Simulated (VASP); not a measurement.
A run of VASP 6.6.1 is set up as follows.

INCAR

```
PREC     = Accurate       # precision mode
ENCUT    = 520            # plane-wave cutoff, eV
EDIFF    = 1E-7           # SCF threshold, eV
ISMEAR   = -1             # smearing method
SIGMA    = 0.1            # smearing width, eV
LREAL    = False          # projectors in reciprocal space
LASPH    = True           # aspherical terms in the spheres
NELM     = 60             # most SCF steps
ALGO     = Normal         # electronic algorithm
ISIF     = 2              # what is computed and relaxed
LWAVE    = False          # write WAVECAR
LCHARG   = False          # write CHGCAR
GGA      = PE             # functional
NBANDS   = 7              # bands
```

KPOINTS

```
regular mesh
0
Gamma
  16 16 16
```

File POSCAR:

```
Mg
1.0
   -1.4863433333      1.4863433333      1.4765000000
    1.4863433333     -1.4863433333      1.4765000000
    1.4863433333      1.4863433333     -1.4765000000
Mg
1
Direct
    0.0000000000      0.0000000000      0.0000000000
```

Potentials or basis: VASP PAW PBE potentials, release 64 (Mg).

The run is started by

```sh
$ cat potpaw_PBE.64/Mg/POTCAR > POTCAR
$ mpirun -np 1 vasp_std > vasp.out
```

(1) Estimate the band gap on the k mesh.

(2) Estimate the pressure.

Results:

(1) zero (band 1 reaches 10.32 eV, above the bottom of band 2 at 5.51 eV).

(2) 60.4 GPa.
